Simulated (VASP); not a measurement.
Wanted: the native input for a VASP 6.6.1 run.

- Task: relaxation of cell and atoms
- Functional: PBE
- Potentials or basis: VASP PAW PBE potentials, release 64 (C, Sr_sv)
- Cutoff: 600 eV
- k mesh: 6 × 6 × 6
- Occupations: fermi-dirac, width 0.02 eV
- Spin: no spin polarisation
- Dipole correction: no
- Further INCAR settings: ALGO = Normal; EDIFF = 1e-06; IBRION = 2; EDIFFG = -0.005; NSW = 80; ISIF = 3

The structure of Sr2C lies in POSCAR:

```
Sr2C
1.0
    0.0000000000      3.0814800447      3.0814800447
    3.0814800447      0.0000000000      3.0814800447
    3.0814800447      3.0814800447      0.0000000000
C Sr
1 2
Direct
    0.0000000000      0.0000000000      0.0000000000
    0.2500000000      0.2500000000      0.2500000000
    0.7500000000      0.7500000000      0.7500000000
```

The input as run:

INCAR

```
PREC = Accurate
ENCUT = 600
EDIFF = 1E-6
ISMEAR = -1
SIGMA = 0.02
LREAL = False
LASPH = True
NELM = 60
ALGO = Normal
ISIF = 3
LWAVE = False
LCHARG = False
GGA = PE
IBRION = 2
NSW = 80
EDIFFG = -0.005
```

KPOINTS

```
Automatic mesh
0
Gamma
  6 6 6
```

Potentials or basis: VASP PAW PBE potentials, release 64 (C, Sr_sv).

Command:

```console
$ cat potpaw_PBE.64/C/POTCAR potpaw_PBE.64/Sr_sv/POTCAR > POTCAR
$ mpirun -np 1 vasp_std > vasp.out
```

Results of the run:

```yaml
Relaxed_volume: 25.70 Å³/atom
Relaxed_cell: a = 4.777 Å, b = 4.777 Å, c = 4.777 Å, α = 60.00°, β = 60.00°, γ = 60.00°
Space_group_after_relaxing_to_0.1_Å: Fm-3m (No. 225)
Energy_gained_by_relaxing: 262.7 meV/atom
Ionic_steps: 5
Pressure_after_relaxing: 0.0 GPa
Band_gap_on_the_k_mesh: zero (bands 12 and 13 overlap by 0.14 eV)
```

Caveat: the volume moved by over 15 % at a fixed basis, so the end points are rough.

Run time: 69 s on 1 thread of AMD EPYC 9R14 (Zen 4) (shared host), peak memory 0.19 GiB.
